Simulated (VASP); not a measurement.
A run of VASP 6.6.1 is set up as follows.

Contents of INCAR:

```
SYSTEM = WS2
PREC = Accurate
ENCUT = 520
EDIFF = 1E-7
ISMEAR = -1
SIGMA = 0.02
LREAL = .False.
LASPH = .True.
NELM = 100
ALGO = Normal
ISIF = 2
LWAVE = .False.
LCHARG = .True.
GGA = PE
LELF = .True.
LVHAR = .True.
NBANDS = 20
```

Contents of KPOINTS:

```
regular mesh
0
Gamma
  12 12 2
  0 0 0
```

Contents of POSCAR:

```
WS2
1.0
    3.1697138073      0.0000000000      0.0000000000
   -1.5848569037      2.7870519858      0.0000000000
    0.0000000000      0.0000000000     16.9263324260
W S
1 2
Direct
    0.3338607918      0.6677215836      0.0000000000
    0.6664029374      0.3328058749      0.9081822398
    0.6664029374      0.3328058749      0.0918177602
```

Potentials or basis: VASP PAW PBE potentials, release 64 (W_sv, S).

Run with:

```bash
$ cat potpaw_PBE.64/W_sv/POTCAR potpaw_PBE.64/S/POTCAR > POTCAR
$ mpirun -np 1 vasp_std > vasp.out
```

Problem. What does it give for the largest force?

Solution. 0.295 eV/Å.

Problem. Estimate the band gap on the k mesh.

Solution. 1.70 eV (least direct gap 1.75 eV).

Forces on the atoms (eV/Å):
```
W    0.000  0.011  0.000
S    0.000 -0.006 -0.295
S    0.000 -0.006  0.295
```

Caveat: the cell differs from its parent crystal (uniaxial y strain +1.5%); spin-orbit coupling is left out, which moves the levels of the heavy elements.
